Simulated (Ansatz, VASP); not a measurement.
# SiO2: VASP beside Ansatz

The input INCAR:

```
SYSTEM = SiO2
PREC = Accurate ; ENCUT = 520
EDIFF = 1E-6 ; ISMEAR = 0
SIGMA = 0.05 ; LREAL = .FALSE.
LASPH = .TRUE. ; NELM = 80
ALGO = Normal ; ISIF = 2
LWAVE = .FALSE. ; LCHARG = .TRUE.
LELF = .TRUE. ; LVHAR = .TRUE.
NBANDS = 25
```

KPOINTS

```
Automatic mesh
0
G
  6 6 8
  0 0 0
```

Contents of POSCAR:

```
SiO2
1.0
    4.2050000000      0.0000000000      0.0000000000
    0.0000000000      4.2050000000      0.0000000000
    0.0000000000      0.0000000000      2.9807000000
Si O
2 4
Direct
    0.5000000000      0.5000000000      0.5000000000
    0.0000000000      0.0000000000      0.0000000000
    0.6944252994      0.6944252994      0.0000000000
    0.1944252994      0.8055747006      0.5000000000
    0.3055747006      0.3055747006      0.0000000000
    0.8055747006      0.1944252994      0.5000000000
```

Input for Ansatz:

```yaml
crystal:
  lattice:
    - [4.205, 0.0, 0.0]
    - [0.0, 4.205, 0.0]
    - [0.0, 0.0, 2.9807]
  atoms:
    - { symbol: Si, position: [0.5, 0.5, 0.5] }
    - { symbol: Si, position: [0.0, 0.0, 0.0] }
    - { symbol: O, position: [0.6944252994, 0.6944252994, 0.0] }
    - { symbol: O, position: [0.1944252994, 0.8055747006, 0.5] }
    - { symbol: O, position: [0.3055747006, 0.3055747006, 0.0] }
    - { symbol: O, position: [0.8055747006, 0.1944252994, 0.5] }
basis:
  ecutwfc: 520.0
kpoints:
  mp_grid: { grid: [6, 6, 8] }
hamiltonian:
  xc: lda
  pseudopotentials: { kind: paw, azcp: { folder: soft_1 } }
scf:
  occupations: { method: gaussian, width: 0.05 }
output:
  forces: true
  stress: true
  eigenvalues: true
```

Alike in both runs: task single point; functional LDA; k mesh 6 × 6 × 8; occupations gaussian, width 0.05 eV; no spin polarisation.

|  | VASP | Ansatz |
| --- | --- | --- |
| version | VASP 6.6.1 | Ansatz 0.2.0 |
| potentials or method | VASP PAW LDA potentials, release 64 (Si, O), cutoff 520 eV | scalar-relativistic, plane waves, PAW |
| valence electrons in the cell | 32 | 32 |

```csv
,VASP,Ansatz,Ansatz less VASP
gap on the k mesh at the Fermi level (eV),3.14,3.14,+0.001
least direct gap on the mesh (eV),3.14,3.14,+0.001
rms of the force components (eV/Å),0.103,0.105,+0.0025
```

Ansatz warns that its potentials were made for another functional, while VASP's fit it. LDA's correlation is that of Perdew and Zunger in VASP and of Perdew and Wang (1992) in Ansatz. Atom by atom the forces differ by 0.002 eV/Å (rms over components).
